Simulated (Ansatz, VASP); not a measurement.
# Pb: VASP beside Ansatz

File INCAR:

```
  PREC = Accurate
  ENCUT = 520
  EDIFF = 1E-6
  ISMEAR = 0
  SIGMA = 0.15
  LREAL = F
  LASPH = T
  NELM = 80
  ALGO = Fast
  ISIF = 2
  LWAVE = F
  LCHARG = F
  GGA = PE
  IVDW = 12
  NBANDS = 21
```

The input KPOINTS:

```
regular mesh
0
Gamma
  18 18 10
```

POSCAR

```
Pb
1.0
    3.5780800650      0.0000000000      0.0000000000
   -1.7890400325      3.0987082331      0.0000000000
    0.0000000000      0.0000000000      5.2877432491
Pb
2
Direct
    0.3333333333      0.6666666667      0.2500000000
    0.6666666667      0.3333333333      0.7500000000
```

Input for Ansatz:

```yaml
crystal:
  lattice:
    - [3.578080065, 0.0, 0.0]
    - [-1.7890400325, 3.0987082331, 0.0]
    - [0.0, 0.0, 5.2877432491]
  atoms:
    - { symbol: Pb, position: [0.3333333333, 0.6666666667, 0.25] }
    - { symbol: Pb, position: [0.6666666667, 0.3333333333, 0.75] }
basis:
  ecutwfc: 420
kpoints:
  mp_grid: { grid: [18, 18, 10] }
hamiltonian:
  xc: pbe
  dispersion: d3bj
scf:
  occupations: { method: gaussian, width: 0.15 }
output:
  forces: true
  stress: true
  eigenvalues: true
```

Alike in both runs: task single point; functional PBE; dispersion D3(BJ); k mesh 18 × 18 × 10; occupations gaussian, width 0.15 eV; no spin polarisation.

|  | VASP | Ansatz |
| --- | --- | --- |
| version | VASP 6.6.1 | Ansatz 0.2.0 |
| potentials or method | VASP PAW PBE potentials, release 64 (Pb_d), cutoff 520 eV | scalar-relativistic, plane waves, PAW |
| valence electrons in the cell | 28 | 28 |

VASP gave:

| Quantity | Value |
| --- | --- |
| gap on the k mesh at the Fermi level (eV) | none |
| pressure (GPa) | 2.0 |
| traceless stress, the component that is largest in VASP (GPa) | 3.02 |

Q: What did Ansatz give for the same quantities?

A: gap on the k mesh at the Fermi level (eV): none; pressure (GPa): 2.1; traceless stress, the component that is largest in VASP (GPa): 3.02.

A gap of «none» marks a metal or a gap that the smearing closes.

Spin-orbit coupling is off throughout.
